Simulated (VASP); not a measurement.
The system is Cu.

```xyz
1
Lattice="0.0000 1.8075 1.8075 1.8075 0.0000 1.8075 1.8075 1.8075 0.0000" Properties=species:S:1:pos:R:3 pbc="T T T"
Cu    0.0000    0.0000    0.0000
```

- Program: VASP 6.6.1
- Task: relaxation of cell and atoms
- Functional: PBEsol
- Dispersion: D3(BJ)
- Potentials or basis: VASP PAW PBE potentials, release 64 (Cu)
- Cutoff: 600 eV
- k mesh: 11 × 11 × 11
- Occupations: methfessel-paxton, width 0.05 eV
- Spin: no spin polarisation

At the start: pressure -13.2 GPa; volume 11.81 Å³/atom.

**Question.** Where does the relaxation end?

**Answer.** Over 3 steps the energy falls by 43.5 meV/atom and the volume is 10.85 Å³/atom (-8.2 %); space group Fm-3m (No. 225, to 0.05 Å).

Step by step:
```csv
step,energy change (eV),largest force (eV/Å),pressure (GPa),volume (Å³)
1,0.0000,0.0000,-13.17,11.81
2,-0.0206,0.0000,12.63,10.23
3,-0.0435,0.0000,-0.12,10.85
```

Final structure:
```
CELL_PARAMETERS angstrom
0.00000 1.75686 1.75686
1.75686 0.00000 1.75686
1.75686 1.75686 0.00000
ATOMIC_POSITIONS crystal
Cu 0.00000 0.00000 0.00000
```

Caveat: the PAW data sets were made with another functional, which shifts forces and pressure a little; pairwise dispersion overbinds metals, which lowers pressure and volume.
